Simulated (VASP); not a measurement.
# Bi (Fd-3m) in VASP: a series of runs

Bi is run at these levels: revPBE; tasks: single point.

All numbers are computed with VASP 6.6.1; they aren't measurements. Logs are shortened: lines on timing, memory, paths and dates and some standing lists are left out, and cuts for length are marked.

**1. The cell of the first run**

The structure is cubic, space group Fd-3m (No. 227). The conventional cell has a = 7.355 Å, b = 7.355 Å, c = 7.355 Å, α = 90.00°, β = 90.00°, γ = 90.00°. Within 4.2 Å of Bi (site symmetry -43m) lie 4 Bi at 3.18 Å.

This isn't the form of Bi at room conditions, which is rhombohedral.

**2. Single point, revPBE**

The input, INCAR:

```
PREC = Accurate ; ENCUT = 520
EDIFF = 1E-6 ; ISMEAR = -1
SIGMA = 0.1 ; LREAL = False
LASPH = True ; NELM = 100
ALGO = Normal ; ISIF = 2
LWAVE = False ; LCHARG = False
GGA = RE ; NBANDS = 22
```

The input, KPOINTS:

```
Automatic mesh
0
Gamma
  8 8 8
```

The input, POSCAR:

```
Bi
1.0
    0.0000000000      3.6776112808      3.6776112808
    3.6776112808      0.0000000000      3.6776112808
    3.6776112808      3.6776112808      0.0000000000
Bi
2
Direct
    0.1250000000      0.1250000000      0.1250000000
    0.8750000000      0.8750000000      0.8750000000
```

Potentials or basis: VASP PAW PBE potentials, release 64 (Bi_d).

On the command line:

```sh
> cat potpaw_PBE.64/Bi_d/POTCAR > POTCAR
> mpirun -np 1 vasp_std > vasp.out
```

OUTCAR:

```text
PREC = Accurate
   ENCUT = 520
   EDIFF = 1E-6
   ISMEAR = -1
   LREAL = False
   LASPH = True
   NELM = 100
   ISIF = 2
   GGA = RE

 ion  position               nearest neighbor table
   1  0.125  0.125  0.125-   2 3.18   2 3.18   2 3.18   2 3.18
   2  0.875  0.875  0.875-   1 3.18   1 3.18   1 3.18   1 3.18

  LATTYP: Found a face centered cubic cell.
 ALAT       =     7.3552225616

  Lattice vectors:

 A1 = (   0.0000000000,   3.6776112808,   3.6776112808)
 A2 = (   3.6776112808,   0.0000000000,   3.6776112808)
 A3 = (   3.6776112808,   3.6776112808,   0.0000000000)

Analysis of symmetry for initial positions (statically):
=====================================================================
 Subroutine PRICEL returns:
 Original cell was already a primitive cell.

 Routine SETGRP: Setting up the symmetry group for a
 face centered cubic supercell.

 Subroutine GETGRP returns: Found 48 space group operations
 (whereof 12 operations were pure point group operations)
 out of a pool of 48 trial point group operations.

The static configuration has the point symmetry D_3d.
 The point group associated with its full space group is O_h .

Analysis of symmetry for dynamics (positions and initial velocities):
=====================================================================
 Subroutine PRICEL returns:
 Original cell was already a primitive cell.

 Routine SETGRP: Setting up the symmetry group for a
 face centered cubic supercell.

 Subroutine GETGRP returns: Found 48 space group operations
 (whereof 12 operations were pure point group operations)
 out of a pool of 48 trial point group operations.

The dynamic configuration has the point symmetry D_3d.
 The point group associated with its full space group is O_h .

 Subroutine INISYM returns: Found 48 space group operations
 (whereof 12 operations are pure point group operations),
 and found     1 'primitive' translations

----------------------------------------------------------------------------------------

                                     Primitive cell

  volume of cell :      99.4781

  direct lattice vectors                    reciprocal lattice vectors
     0.000000000  3.677611281  3.677611281    -0.135957817  0.135957817  0.135957817
     3.677611281  0.000000000  3.677611281     0.135957817 -0.135957817  0.135957817
     3.677611281  3.677611281  0.000000000     0.135957817  0.135957817 -0.135957817

  length of vectors
     5.200927750  5.200927750  5.200927750     0.235485846  0.235485846  0.235485846

  position of ions in fractional coordinates (direct lattice)
     0.125000000  0.125000000  0.125000000
     0.875000000  0.875000000  0.875000000

  ion indices of the primitive-cell ions
   primitive index   ion index
                 1           1
                 2           2

----------------------------------------------------------------------------------------

 KPOINTS: Automatic mesh

Automatic generation of k-mesh.
 Grid dimensions read from file:
 generate k-points for:    8    8    8

 Generating k-lattice:

  Cartesian coordinates                     Fractional coordinates (reciprocal lattice)
    -0.016994727  0.016994727  0.016994727     0.125000000  0.000000000  0.000000000
     0.016994727 -0.016994727  0.016994727     0.000000000  0.125000000  0.000000000
     0.016994727  0.016994727 -0.016994727     0.000000000  0.000000000  0.125000000

  Length of vectors
     0.029435731  0.029435731  0.029435731

  Shift w.r.t. Gamma in fractional coordinates (k-lattice)
     0.000000000  0.000000000  0.000000000

 Subroutine IBZKPT returns following result:
 ===========================================

 Found     29 irreducible k-points:

 Following reciprocal coordinates:
            Coordinates               Weight
  0.000000  0.000000  0.000000      1.000000
  0.125000  0.000000  0.000000      8.000000
  0.250000  0.000000  0.000000      8.000000
  0.375000  0.000000  0.000000      8.000000
  0.500000  0.000000  0.000000      4.000000
  0.125000  0.125000  0.000000      6.000000
[... 16 lines left out ...]
  0.500000  0.250000  0.125000     48.000000
 -0.375000  0.250000  0.125000     24.000000
 [... further k-points ...]
   k-points           NKPTS =     29   k-points in BZ     NKDIM =     29   number of bands    NBANDS=     22
   number of dos      NEDOS =    301   number of ions     NIONS =      2
   total plane-waves  NPLWV =  64000
   dimension x,y,z NGX =    40 NGY =   40 NGZ =   40
   dimension x,y,z NGXF=    80 NGYF=   80 NGZF=   80
   ions per type =               2
   NGX,Y,Z   is equivalent  to a cutoff of  12.79, 12.79, 12.79 a.u.
   NGXF,Y,Z  is equivalent  to a cutoff of  25.57, 25.57, 25.57 a.u.
 SYSTEM =  unknown system
   PREC   = accura    normal or accurate (medium, high low for compatibility)
   ISTART =      0    job   : 0-new  1-cont  2-samecut
   ICHARG =      2    charge: 1-file 2-atom 10-const
   ISPIN  =      1    spin polarized calculation?
   LNONCOLLINEAR =      F non collinear calculations
   LSORBIT =      F    spin-orbit coupling
   LASPH  =      T    aspherical Exc in radial PAW
   ENCUT  =  520.0 eV  38.22 Ry    6.18 a.u.   9.67  9.67  9.67*2*pi/ulx,y,z
   NELM   =    100;   NELMIN=  2; NELMDL= -5     # of ELM steps
   EDIFF  = 0.1E-05   stopping-criterion for ELM
   LREAL  =      F    real-space projection
[... 7 lines left out ...]
   TEBEG  =    0.0;   TEEND  =   0.0 temperature during run
   PSTRESS=    0.0 pullay stress
   NELECT =      30.0000    total number of electrons
   NUPDOWN=      -1.0000    fix difference up-down
   EMIN   =  10.00;   EMAX   =-10.00  energy-range for DOS
   EFERMI =   0.00;   METHOD = LEGACY
   ISMEAR =    -1;   SIGMA  =   0.10  broadening in eV -4-tet -1-fermi 0-gaus
   EFERMI_NEDOS =   21; number of points for ismear=-14 and -15
   IALGO  =     38    algorithm
   IMIX   =      4    mixing-type and parameters
     AMIX     =   0.40;   BMIX     =  1.00
     AMIX_MAG =   1.60;   BMIX_MAG =  1.00
  volume/ion in A,a.u.               =      49.74       335.66
  Fermi-wavevector in a.u.,A,eV,Ry     =   1.097841  2.074619 16.398487  1.205255
  Thomas-Fermi vector in A             =   2.234208
   LORBIT       =      0    0 simple, 1 ext, 2 COOP (PROOUT), +10 PAW based schemes
   GGA     = RE    functional components
   LHFCALC =     F    Hartree Fock is set to
   AEXX    =    0.0000 exact exchange contribution
   IVDW    =     0    specifies the selected vdW correction
   LEPSILON=     F    determine dielectric tensor
   LRPA    =     F    only Hartree local field effects (RPA)
 non-spin polarized calculation
  energy-cutoff  :      520.00
  volume of cell :       99.48
 maximum number of plane-waves:      2733
   NGX = 19   NGY = 19   NGZ = 19

 number of electron      30.0000003 magnetization

 Free energy of the ion-electron system (eV)
  ---------------------------------------------------
  ext. energy  EPLUGINS =         0.00000000
  ---------------------------------------------------
  free energy    TOTEN  =        -6.85364000 eV

  energy without entropy =       -6.81660665  energy(sigma->0) =       -6.83512333

 E-fermi :   3.4126     XC(G=0):  -7.5875

 val. band max:        3.4109054746   @ k =   0.2500   0.2500   0.0000
 cond. band min:       3.4692007774   @ k =  -0.3750   0.5000   0.1250
 fundamental gap:      0.0582953027
 Fermi energy:         3.4125919861

 k-point     1 :       0.0000    0.0000    0.0000
  band No.  band energies     occupation
      1     -19.3801      2.00000
      2     -19.3801      2.00000
      3     -19.3801      2.00000
      4     -19.3456      2.00000
      5     -19.3456      2.00000
      6     -19.2026      2.00000
[... 14 lines left out ...]
     21      10.2858      0.00000
     22      10.8733      0.00000

 k-point     2 :       0.1250    0.0000    0.0000
  band No.  band energies     occupation
      1     -19.3847      2.00000
      2     -19.3847      2.00000
      3     -19.3778      2.00000
      4     -19.3392      2.00000
      5     -19.3392      2.00000
      6     -19.2112      2.00000
[... 14 lines left out ...]
     21       9.7722      0.00000
     22      10.5136      0.00000

 k-point     3 :       0.2500    0.0000    0.0000
  band No.  band energies     occupation
      1     -19.3919      2.00000
      2     -19.3919      2.00000
      3     -19.3722      2.00000
      4     -19.3278      2.00000
      5     -19.3278      2.00000
      6     -19.2228      2.00000
[... 14 lines left out ...]
     21       9.5494      0.00000
     22      10.3799      0.00000

 k-point     4 :       0.3750    0.0000    0.0000
  band No.  band energies     occupation
      1     -19.3967      2.00000
      2     -19.3967      2.00000
      3     -19.3661      2.00000
      4     -19.3193      2.00000
      5     -19.3193      2.00000
      6     -19.2308      2.00000
[... 14 lines left out ...]
     21       9.9134      0.00000
     22      10.5236      0.00000

 k-point     5 :       0.5000    0.0000    0.0000
  band No.  band energies     occupation
      1     -19.3982      2.00000
      2     -19.3982      2.00000
      3     -19.3634      2.00000
      4     -19.3165      2.00000
      5     -19.3164      2.00000
      6     -19.2334      2.00000
[... 417 lines left out ...]
 k-point    22 :       0.3750    0.2500    0.1250
  band No.  band energies     occupation
      1     -19.3993      2.00000
      2     -19.3985      2.00000
      3     -19.3637      2.00000
      4     -19.3222      2.00000
      5     -19.3059      2.00000
      6     -19.2506      2.00000
[... 14 lines left out ...]
     21      10.2877      0.00000
     22      11.8662      0.00000

 k-point    23 :       0.5000    0.2500    0.1250
  band No.  band energies     occupation
      1     -19.4083      2.00000
      2     -19.4028      2.00000
      3     -19.3475      2.00000
      4     -19.3116      2.00000
      5     -19.2967      2.00000
      6     -19.2587      2.00000
[... 14 lines left out ...]
     21      10.5232      0.00000
     22      11.1661      0.00000

 k-point    24 :      -0.3750    0.2500    0.1250
  band No.  band energies     occupation
      1     -19.4119      2.00000
      2     -19.4042      2.00000
      3     -19.3396      2.00000
      4     -19.3038      2.00000
      5     -19.2969      2.00000
      6     -19.2572      2.00000
[... 14 lines left out ...]
     21      10.5340      0.00000
     22      10.8612      0.00000

 [... further k-points ...]

------------------------ aborting loop because EDIFF is reached ----------------------------------------

  FORCE on cell =-STRESS in cart. coord.  units (eV):
  Direction    XX          YY          ZZ          XY          YZ          ZX
  --------------------------------------------------------------------------------------
  -------------------------------------------------------------------------------------
  Total       -0.0203431     -0.0203431     -0.0203431      0.0000000     -0.0000000      0.0000000
  in kB       -0.3276421     -0.3276421     -0.3276421      0.0000000     -0.0000000      0.0000000
  external PRESSURE =      -0.3276421 kB  Pullay stress =       0.0000000 kB

 VOLUME and BASIS-vectors are now :
 -----------------------------------------------------------------------------
  energy-cutoff  :      520.00
  volume of cell :       99.48
      direct lattice vectors                 reciprocal lattice vectors
     0.000000000  3.677611281  3.677611281    -0.135957817  0.135957817  0.135957817
     3.677611281  0.000000000  3.677611281     0.135957817 -0.135957817  0.135957817
     3.677611281  3.677611281  0.000000000     0.135957817  0.135957817 -0.135957817

 POSITION                                       TOTAL-FORCE (eV/Angst)
 -----------------------------------------------------------------------------------
      0.91940      0.91940      0.91940        -0.000000     -0.000000     -0.000000
      6.43582      6.43582      6.43582         0.000000      0.000000      0.000000
 -----------------------------------------------------------------------------------
    total drift:                                0.000000      0.000000     -0.000000

  FREE ENERGIE OF THE ION-ELECTRON SYSTEM (eV)
  ---------------------------------------------------
  free  energy   TOTEN  =        -6.8536399979 eV

  energy  without entropy=       -6.8166066540  energy(sigma->0) =       -6.83512333
```

It took 69 s on 1 thread of Intel Xeon 8259CL, shared host; peak memory 0.25 GiB.

Results:

```
Free energy            : -6.8536 eV
Pressure               : 0.0 GPa
Band gap on the k mesh : zero (bands 15 and 16 overlap by 0.88 eV)
```

Caveat: the PAW data sets were made with another functional, which shifts forces and pressure a little; spin-orbit coupling is left out, which moves the levels of the heavy elements.

**3. Single point, revPBE (43.77 Å³/atom)**

This run uses another cell than the first one, of 43.77 Å³/atom.

The input, INCAR:

```
SYSTEM = Bi
PREC = Accurate ; ENCUT = 520
EDIFF = 1E-7 ; ISMEAR = -1
SIGMA = 0.1 ; LREAL = .FALSE.
LASPH = .TRUE. ; NELM = 100
ALGO = Normal ; ISIF = 2
LWAVE = .FALSE. ; LCHARG = .FALSE.
GGA = RE ; NBANDS = 22
```

The input, KPOINTS:

```
Automatic mesh
0
G
  9 9 9
  0 0 0
```

The input, POSCAR:

```
Bi
1.0
    0.0000000000      3.5241959435      3.5241959435
    3.5241959435      0.0000000000      3.5241959435
    3.5241959435      3.5241959435      0.0000000000
Bi
2
Direct
    0.1250000000      0.1250000000      0.1250000000
    0.8750000000      0.8750000000      0.8750000000
```

Potentials or basis: VASP PAW PBE potentials, release 64 (Bi_d).

On the command line:

```sh
> cat potpaw_PBE.64/Bi_d/POTCAR > POTCAR
> mpirun -np 1 vasp_std > vasp.out
```

It took 2 min on 1 thread of Intel Xeon 8259CL, shared host; peak memory 0.25 GiB.

Results (log left out):

```
Free energy            : -6.7079 eV
Pressure               : 4.4 GPa
Band gap on the k mesh : zero (bands 15 and 16 overlap by 0.73 eV)
```

Levels at points of the mesh, in eV from the Fermi level:
| k point | band 13 | band 14 | band 15 | band 16 | band 17 | band 18 |
| --- | --- | --- | --- | --- | --- | --- |
| (0.00, 0.00, 0.00) | -1.40 | -1.40 | -1.40 | 0.88 | 0.88 | 0.88 |

Caveat: the cell stands under pressure; the PAW data sets were made with another functional, which shifts forces and pressure a little; spin-orbit coupling is left out, which moves the levels of the heavy elements.

**4. Single point, revPBE (45.76 Å³/atom)**

This run uses another cell than the first one, of 45.76 Å³/atom.

The input, INCAR:

```
SYSTEM = Bi
PREC = Accurate
ENCUT = 520
EDIFF = 1E-6
ISMEAR = -1
SIGMA = 0.1
LREAL = .False.
LASPH = .True.
NELM = 80
ALGO = Normal
ISIF = 2
LWAVE = .False.
LCHARG = .False.
GGA = RE
NBANDS = 22
```

The input, KPOINTS:

```
Automatic mesh
0
Gamma
  9 9 9
  0 0 0
```

The input, POSCAR:

```
Bi
1.0
    0.0000000000      3.5768036389      3.5768036389
    3.5768036389      0.0000000000      3.5768036389
    3.5768036389      3.5768036389      0.0000000000
Bi
2
Direct
    0.1250000000      0.1250000000      0.1250000000
    0.8750000000      0.8750000000      0.8750000000
```

On the command line:

```sh
> cat potpaw_PBE.64/Bi_d/POTCAR > POTCAR
> mpirun -np 1 vasp_std > vasp.out
```

It took 1.8 min on 1 thread of Intel Xeon 8259CL, shared host; peak memory 0.26 GiB.

The run converged. Its results:

```
Free energy            : -6.7956 eV
Pressure               : 2.6 GPa
Band gap on the k mesh : zero (bands 15 and 16 overlap by 0.65 eV)
```

Levels at points of the mesh, in eV from the Fermi level:
```tsv
k point	band 12	band 13	band 14	band 15	band 16	band 17	band 18	band 19
(0.00, 0.00, 0.00)	-7.65	-1.35	-1.35	-1.35	0.88	0.88	0.88	3.45
```

Caveat: the PAW data sets were made with another functional, which shifts forces and pressure a little; spin-orbit coupling is left out, which moves the levels of the heavy elements.

**5. Summary**

| cell | k mesh | gap on the mesh (eV) | pressure (GPa) |
| --- | --- | --- | --- |
| a = 5.201 Å, angles 60.0°, 2 atoms | 8 × 8 × 8 | none | 0.0 |
| a = 4.984 Å, angles 60.0°, 2 atoms | 9 × 9 × 9 | none | 4.4 |
| a = 5.058 Å, angles 60.0°, 2 atoms | 9 × 9 × 9 | none | 2.6 |

Alike in all rows: task single point; level revPBE; potentials or basis VASP PAW PBE potentials, release 64 (Bi_d); no spin polarisation; cutoff (eV) 520; smearing fermi-dirac 0.1 eV.

Caveats: the PAW data sets were made with another functional, which shifts forces and pressure a little; spin-orbit coupling is left out, which moves the levels of the heavy elements; the cell stands under pressure (at least some runs).

Total energies depend on the potentials used, so only differences within one code and one set of settings carry meaning.
